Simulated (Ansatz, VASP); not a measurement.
# One calculation of BN, two programs

```
B N
1.0
     2.20791   -1.28120    0.02652
    -2.18755   -3.80873    0.03837
     0.58760    1.37779   -8.25494
B N
4 4
Direct
  0.96742 0.02526 0.99253
  0.50197 0.02245 0.49967
  0.48715 0.48801 0.98097
  0.06734 0.51080 0.49883
  0.99896 0.64400 0.00532
  0.50162 0.60964 0.50950
  0.48631 0.20061 0.01054
  0.98923 0.16411 0.49723
```

Change from the starting cell: cell x4, atoms moved at random (sigma 0.1 Å) and cell strained at random (1.5 %), then relaxed without symmetry.

Alike in both runs: task relaxation of cell and atoms; functional PBE; k mesh 6 × 4 × 2; occupations gaussian, width 0.1 eV; no spin polarisation.

|  | VASP | Ansatz |
| --- | --- | --- |
| version | VASP 6.6.1 | Ansatz 0.2.0 |
| potentials or method | VASP PAW PBE potentials, release 64 (B, N), cutoff 600 eV | scalar-relativistic, plane waves, PAW |
| valence electrons in the cell | 32 | 32 |

```tsv
	VASP	Ansatz	Ansatz less VASP
gap on the k mesh at the Fermi level, each at its own relaxed structure (eV)	4.42	4.39	-0.029
relaxed volume (Å³/atom)	11.17	11.34	+0.169
relaxed cell length with the largest relative difference (Å)	8.318	8.444	+0.1253
```
